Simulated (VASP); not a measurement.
# Nb (Im-3m) in VASP: notebook

The runs below take Nb through single point, relaxation of cell and atoms, with PBE.

Program: VASP 6.6.1. These are calculated values, not measurements. Logs are shortened: lines on timing, memory, paths and dates and some standing lists are left out, and cuts for length are marked.

**1. The cell of the first run**

Symmetry: Im-3m, No. 229, cubic system. Conventional cell: a = 3.313 Å, b = 3.313 Å, c = 3.313 Å, α = 90.00°, β = 90.00°, γ = 90.00°. Nb (site symmetry m-3m) has 14 Nb at 2.87 to 3.31 Å within 3.8 Å.

**2. Single point, PBE**

File INCAR:

```
SYSTEM = Nb
PREC     = Accurate       ! precision mode
ENCUT    = 520            ! plane-wave cutoff, eV
EDIFF    = 1E-7           ! SCF threshold, eV
ISMEAR   = 0              ! smearing method
SIGMA    = 0.1            ! smearing width, eV
LREAL    = .FALSE.        ! projectors in reciprocal space
LASPH    = .TRUE.         ! aspherical terms in the spheres
NELM     = 100            ! most SCF steps
ALGO     = Normal         ! electronic algorithm
ISIF     = 2              ! what is computed and relaxed
LWAVE    = .FALSE.        ! write WAVECAR
LCHARG   = .FALSE.        ! write CHGCAR
GGA      = PE             ! functional
NBANDS   = 12             ! bands
```

File KPOINTS:

```
Automatic mesh
0
G
  14 14 14
  0 0 0
```

File POSCAR:

```
Nb
1.0
   -1.6562743660      1.6562743660      1.6562743660
    1.6562743660     -1.6562743660      1.6562743660
    1.6562743660      1.6562743660     -1.6562743660
Nb
1
Direct
    0.0000000000      0.0000000000      0.0000000000
```

Potentials or basis: VASP PAW PBE potentials, release 64 (Nb_sv).

The run is started by

```
> cat potpaw_PBE.64/Nb_sv/POTCAR > POTCAR
> mpirun -np 1 vasp_std > vasp.out
```

OUTCAR:

```text
SYSTEM = Nb
   PREC = Accurate
   ENCUT = 520
   EDIFF = 1E-7
   ISMEAR = 0
   LREAL = .FALSE.
   LASPH = .TRUE.
   NELM = 100
   ISIF = 2
   GGA = PE

 ion  position               nearest neighbor table
   1  0.000  0.000  0.000-

  LATTYP: Found a body centered cubic cell.
 ALAT       =     3.3125487320

  Lattice vectors:

 A1 = (  -1.6562743660,   1.6562743660,   1.6562743660)
 A2 = (   1.6562743660,  -1.6562743660,   1.6562743660)
 A3 = (   1.6562743660,   1.6562743660,  -1.6562743660)

Analysis of symmetry for initial positions (statically):
=====================================================================
 Subroutine PRICEL returns:
 Original cell was already a primitive cell.

 Routine SETGRP: Setting up the symmetry group for a
 body centered cubic supercell.

 Subroutine GETGRP returns: Found 48 space group operations
 (whereof 48 operations were pure point group operations)
 out of a pool of 48 trial point group operations.

The static configuration has the point symmetry O_h .

Analysis of symmetry for dynamics (positions and initial velocities):
=====================================================================
 Subroutine PRICEL returns:
 Original cell was already a primitive cell.

 Routine SETGRP: Setting up the symmetry group for a
 body centered cubic supercell.

 Subroutine GETGRP returns: Found 48 space group operations
 (whereof 48 operations were pure point group operations)
 out of a pool of 48 trial point group operations.

The dynamic configuration has the point symmetry O_h .

 Subroutine INISYM returns: Found 48 space group operations
 (whereof 48 operations are pure point group operations),
 and found     1 'primitive' translations

----------------------------------------------------------------------------------------

                                     Primitive cell

  volume of cell :      18.1743

  direct lattice vectors                    reciprocal lattice vectors
    -1.656274366  1.656274366  1.656274366     0.000000000  0.301882351  0.301882351
     1.656274366 -1.656274366  1.656274366     0.301882351  0.000000000  0.301882351
     1.656274366  1.656274366 -1.656274366     0.301882351  0.301882351  0.000000000

  length of vectors
     2.868751353  2.868751353  2.868751353     0.426926115  0.426926115  0.426926115

  position of ions in fractional coordinates (direct lattice)
     0.000000000  0.000000000  0.000000000

  ion indices of the primitive-cell ions
   primitive index   ion index
                 1           1

----------------------------------------------------------------------------------------

 KPOINTS: Automatic mesh

Automatic generation of k-mesh.
 Grid dimensions read from file:
 generate k-points for:   14   14   14

 Generating k-lattice:

  Cartesian coordinates                     Fractional coordinates (reciprocal lattice)
     0.000000000  0.021563025  0.021563025     0.071428571  0.000000000  0.000000000
     0.021563025  0.000000000  0.021563025     0.000000000  0.071428571  0.000000000
     0.021563025  0.021563025  0.000000000     0.000000000  0.000000000  0.071428571

  Length of vectors
     0.030494723  0.030494723  0.030494723

  Shift w.r.t. Gamma in fractional coordinates (k-lattice)
     0.000000000  0.000000000  0.000000000

 Subroutine IBZKPT returns following result:
 ===========================================

 Found    104 irreducible k-points:

 Following reciprocal coordinates:
            Coordinates               Weight
  0.000000  0.000000  0.000000      1.000000
  0.071429  0.000000  0.000000     12.000000
  0.142857  0.000000  0.000000     12.000000
  0.214286  0.000000  0.000000     12.000000
  0.285714  0.000000  0.000000     12.000000
  0.357143  0.000000  0.000000     12.000000
[... 16 lines left out ...]
  0.285714  0.285714  0.000000     24.000000
  0.357143  0.285714  0.000000     24.000000
 [... further k-points ...]
   k-points           NKPTS =    104   k-points in BZ     NKDIM =    104   number of bands    NBANDS=     12
   number of dos      NEDOS =    301   number of ions     NIONS =      1
   total plane-waves  NPLWV =  13824
   dimension x,y,z NGX =    24 NGY =   24 NGZ =   24
   dimension x,y,z NGXF=    48 NGYF=   48 NGZF=   48
   ions per type =               1
   NGX,Y,Z   is equivalent  to a cutoff of  13.91, 13.91, 13.91 a.u.
   NGXF,Y,Z  is equivalent  to a cutoff of  27.82, 27.82, 27.82 a.u.
 SYSTEM =  Nb
   PREC   = accura    normal or accurate (medium, high low for compatibility)
   ISTART =      0    job   : 0-new  1-cont  2-samecut
   ICHARG =      2    charge: 1-file 2-atom 10-const
   ISPIN  =      1    spin polarized calculation?
   LNONCOLLINEAR =      F non collinear calculations
   LSORBIT =      F    spin-orbit coupling
   LASPH  =      T    aspherical Exc in radial PAW
   ENCUT  =  520.0 eV  38.22 Ry    6.18 a.u.   5.33  5.33  5.33*2*pi/ulx,y,z
   NELM   =    100;   NELMIN=  2; NELMDL= -5     # of ELM steps
   EDIFF  = 0.1E-06   stopping-criterion for ELM
   LREAL  =      F    real-space projection
   EDIFFG = 0.1E-05   stopping-criterion for IOM
   NSW    =      0    number of steps for IOM
   IBRION =     -1    ionic relax: 0-MD 1-quasi-New 2-CG
   NFREE  =      0    steps in history (QN), initial steepest desc. (CG)
   ISIF   =      2    stress and relaxation
   ISYM   =      2    0-nonsym 1-usesym 2-fastsym
   POTIM  = 0.5000    time-step for ionic-motion
   TEBEG  =    0.0;   TEEND  =   0.0 temperature during run
   PSTRESS=    0.0 pullay stress
   NELECT =      13.0000    total number of electrons
   NUPDOWN=      -1.0000    fix difference up-down
   EMIN   =  10.00;   EMAX   =-10.00  energy-range for DOS
   EFERMI =   0.00;   METHOD = LEGACY
   ISMEAR =     0;   SIGMA  =   0.10  broadening in eV -4-tet -1-fermi 0-gaus
   EFERMI_NEDOS =   21; number of points for ismear=-14 and -15
   IALGO  =     38    algorithm
   IMIX   =      4    mixing-type and parameters
     AMIX     =   0.40;   BMIX     =  1.00
     AMIX_MAG =   1.60;   BMIX_MAG =  1.00
  volume/ion in A,a.u.               =      18.17       122.65
  Fermi-wavevector in a.u.,A,eV,Ry     =   1.464099  2.766745 29.165242  2.143585
  Thomas-Fermi vector in A             =   2.580115
   LORBIT       =      0    0 simple, 1 ext, 2 COOP (PROOUT), +10 PAW based schemes
   GGA     = PE    functional components
   LHFCALC =     F    Hartree Fock is set to
   AEXX    =    0.0000 exact exchange contribution
   IVDW    =     0    specifies the selected vdW correction
   LEPSILON=     F    determine dielectric tensor
   LRPA    =     F    only Hartree local field effects (RPA)
 non-spin polarized calculation
 Gauss-broadening in eV      SIGMA  =   0.10
  energy-cutoff  :      520.00
  volume of cell :       18.17
 maximum number of plane-waves:       498
 NGX is ok and might be reduce to    24
   NGX = 11   NGY = 11   NGZ = 11

 number of electron      13.0000000 magnetization

 Free energy of the ion-electron system (eV)
  ---------------------------------------------------
  ext. energy  EPLUGINS =         0.00000000
  ---------------------------------------------------
  free energy    TOTEN  =       -10.21595077 eV

  energy without entropy =      -10.20718823  energy(sigma->0) =      -10.21156950

 E-fermi :  11.0612     XC(G=0): -12.4548

 val. band max:       11.0452322789   @ k =   0.2857   0.0000   0.0000
 cond. band min:      11.0627168020   @ k =   0.5000   0.5000   0.1429
 fundamental gap:      0.0174845231
 Fermi energy:        11.0612088452

 k-point     1 :       0.0000    0.0000    0.0000
  band No.  band energies     occupation
      1     -43.3318      2.00000
      2     -18.6475      2.00000
      3     -18.6475      2.00000
      4     -18.6475      2.00000
      5       5.1247      2.00000
      6      11.4198      0.00000
      7      11.4198      0.00000
      8      11.4198      0.00000
      9      14.2998      0.00000
     10      14.2998      0.00000
     11      25.2492      0.00000
     12      25.2492      0.00000

 k-point     2 :       0.0714    0.0000    0.0000
  band No.  band energies     occupation
      1     -43.3204      2.00000
      2     -18.7179      2.00000
      3     -18.6690      2.00000
      4     -18.6482      2.00000
      5       5.3327      2.00000
      6      11.2922      0.00109
      7      11.3880      0.00000
      8      11.6186      0.00000
      9      14.1082      0.00000
     10      14.3005      0.00000
     11      25.4171      0.00000
     12      25.6101      0.00000

 k-point     3 :       0.1429    0.0000    0.0000
  band No.  band energies     occupation
      1     -43.2881      2.00000
      2     -18.9117      2.00000
      3     -18.7285      2.00000
      4     -18.6498      2.00000
      5       5.9104      2.00000
      6      10.9571      1.85892
      7      11.2418      0.01065
      8      12.2031      0.00000
      9      13.7861      0.00000
     10      14.3189      0.00000
     11      25.7553      0.00000
     12      26.6360      0.00000
[... 286 lines left out ...]
 k-point    23 :       0.2857    0.2857    0.0000
  band No.  band energies     occupation
      1     -43.0746      2.00000
      2     -19.7088      2.00000
      3     -19.3584      2.00000
      4     -18.8050      2.00000
      5       8.7890      2.00000
      6       9.7640      2.00000
      7      10.6792      2.00000
      8      14.2840      0.00000
      9      15.0555      0.00000
     10      19.9395      0.00000
     11      21.7929      0.00000
     12      23.7772      0.00000

 k-point    24 :       0.3571    0.2857    0.0000
  band No.  band energies     occupation
      1     -43.0671      2.00000
      2     -19.6590      2.00000
      3     -19.4566      2.00000
      4     -18.8118      2.00000
      5       8.8404      2.00000
      6       9.9127      2.00000
      7      10.5418      2.00000
      8      14.5113      0.00000
      9      14.9875      0.00000
     10      21.0624      0.00000
     11      21.1989      0.00000
     12      22.8756      0.00000

 [... further k-points ...]

------------------------ aborting loop because EDIFF is reached ----------------------------------------

  FORCE on cell =-STRESS in cart. coord.  units (eV):
  Direction    XX          YY          ZZ          XY          YZ          ZX
  --------------------------------------------------------------------------------------
  -------------------------------------------------------------------------------------
  Total       -0.0439262     -0.0439262     -0.0439262      0.0000000      0.0000000     -0.0000000
  in kB       -3.8723711     -3.8723711     -3.8723711      0.0000000      0.0000000     -0.0000000
  external PRESSURE =      -3.8723711 kB  Pullay stress =       0.0000000 kB

 VOLUME and BASIS-vectors are now :
 -----------------------------------------------------------------------------
  energy-cutoff  :      520.00
  volume of cell :       18.17
      direct lattice vectors                 reciprocal lattice vectors
    -1.656274366  1.656274366  1.656274366     0.000000000  0.301882351  0.301882351
     1.656274366 -1.656274366  1.656274366     0.301882351  0.000000000  0.301882351
     1.656274366  1.656274366 -1.656274366     0.301882351  0.301882351  0.000000000

 POSITION                                       TOTAL-FORCE (eV/Angst)
 -----------------------------------------------------------------------------------
      0.00000      0.00000      0.00000         0.000000     -0.000000     -0.000000
 -----------------------------------------------------------------------------------
    total drift:                                0.000000      0.000000      0.000000

  FREE ENERGIE OF THE ION-ELECTRON SYSTEM (eV)
  ---------------------------------------------------
  free  energy   TOTEN  =       -10.2159507694 eV

  energy  without entropy=      -10.2071882267  energy(sigma->0) =      -10.21156950
```

Run time: 24 s. Hardware: 1 thread of Intel Xeon Platinum 8259CL at 2.50GHz (Skylake/Cascade Lake), shared host; peak memory 0.14 GiB.

Results:

```yaml
Free_energy: -10.2160 eV
Pressure: -0.4 GPa
Band_gap_on_the_k_mesh: zero (an odd number of electrons rules out a gap without spin polarisation)
```

**3. Relaxation of cell and atoms, PBE**

This run uses another cell than the first one, of 18.43 Å³/atom.

File INCAR:

```
SYSTEM = Nb
PREC = Accurate ; ENCUT = 600
EDIFF = 1E-6 ; ISMEAR = 0
SIGMA = 0.1 ; LREAL = .False.
LASPH = .True. ; NELM = 80
ALGO = Normal ; ISIF = 3
LWAVE = .False. ; LCHARG = .False.
GGA = PE ; IBRION = 2
NSW = 90 ; EDIFFG = -0.02
```

File KPOINTS:

```
Automatic mesh
0
Gamma
  14 14 14
  0 0 0
```

File POSCAR:

```
Nb
1.0
   -1.6639500000      1.6639500000      1.6639500000
    1.6639500000     -1.6639500000      1.6639500000
    1.6639500000      1.6639500000     -1.6639500000
Nb
1
Direct
    0.0000000000      0.0000000000      0.0000000000
```

Potentials or basis: VASP PAW PBE potentials, release 64 (Nb_sv).

The run is started by

```
> cat potpaw_PBE.64/Nb_sv/POTCAR > POTCAR
> mpirun -np 1 vasp_std > vasp.out
```

Run time: 42 s. Hardware: 1 thread of Intel Xeon Platinum 8259CL at 2.50GHz (Skylake/Cascade Lake), shared host; peak memory 0.14 GiB.

Results (log left out):

| Quantity | Value |
| --- | --- |
| Free energy | -10.2161 eV |
| Relaxed volume | 18.14 Å³/atom |
| Relaxed cell | a = 2.867 Å, b = 2.867 Å, c = 2.867 Å, α = 109.47°, β = 109.47°, γ = 109.47° |
| Space group after relaxing (to 0.1 Å) | Im-3m (No. 229) |
| Energy gained by relaxing | 2.4 meV/atom |
| Ionic steps | 3 |
| Pressure after relaxing | 0.0 GPa |
| Band gap on the k mesh | zero (an odd number of electrons rules out a gap without spin polarisation) |

Step by step:
| step | energy change (eV) | largest force (eV/Å) | pressure (GPa) | volume (Å³) |
| --- | --- | --- | --- | --- |
| 1 | 0.0000 | 0.0000 | -2.60 | 18.43 |
| 2 | 0.0048 | 0.0000 | 4.78 | 17.64 |
| 3 | -0.0024 | 0.0000 | -0.02 | 18.14 |

Final structure:
```
Nb
1.0
    -1.65511    1.65511    1.65511
     1.65511   -1.65511    1.65511
     1.65511    1.65511   -1.65511
Nb
1
Direct
  0.00000 0.00000 0.00000
```

Levels at points of the mesh, in eV from the Fermi level:
```tsv
k point	band 3	band 4	band 5	band 6	band 7	band 8	band 9	band 10
(0.00, 0.00, 0.00)	-29.70	-29.70	-5.94	0.36	0.36	0.36	3.24	3.24
(0.50, 0.00, 0.00)	-30.12	-29.71	-3.70	-1.65	2.24	3.27	3.95	6.31
(0.50, 0.50, 0.50)	-30.61	-30.61	-3.69	-3.69	5.54	5.54	5.54	9.01
```
